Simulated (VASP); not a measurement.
Here is a VASP 6.6.1 calculation.

Contents of INCAR:

```
SYSTEM = C
ALGO = Normal
EDIFF = 1E-7
ENCUT = 520
ISIF = 2
ISMEAR = 0
LASPH = .True.
LCHARG = .False.
LREAL = .False.
LWAVE = .False.
NBANDS = 21
NELM = 100
PREC = Accurate
SIGMA = 0.05
```

The input KPOINTS:

```
k-points
0
Gamma
  12 12 3
  0 0 0
```

POSCAR

```
C
1.0
    0.0000000000      2.4448680940      0.0000000000
   -2.1172982845      1.2224340470      0.0115975242
   -0.6461768017      0.4074780157      9.9925765711
C
6
Direct
    0.4999997487     -0.0555772510      0.1667332609
    0.8333330820      0.0555338601      0.8333999276
    0.1666664153      0.4999783046      0.5000665943
    0.5000002513      0.8333439176      0.4999667391
    0.8333335847      0.2777883621      0.1666334057
    0.1666669180      0.3888994732      0.8333000724
```

Potentials or basis: VASP PAW LDA potentials, release 64 (C).

Launch:

```sh
$ cat potpaw_LDA.64/C/POTCAR > POTCAR
$ mpirun -np 1 vasp_std > vasp.out
```

What does it give for the largest force?

0.019 eV/Å.

Predict the pressure.

0.9 GPa.

Forces on the atoms (eV/Å):
```
C   -0.001 -0.011  0.015
C   -0.003  0.013 -0.013
C   -0.001  0.003  0.011
C    0.001 -0.003 -0.011
C    0.003 -0.013  0.013
C    0.001  0.011 -0.015
```

Caveat: the cell differs from its parent crystal (layers slid over each other).
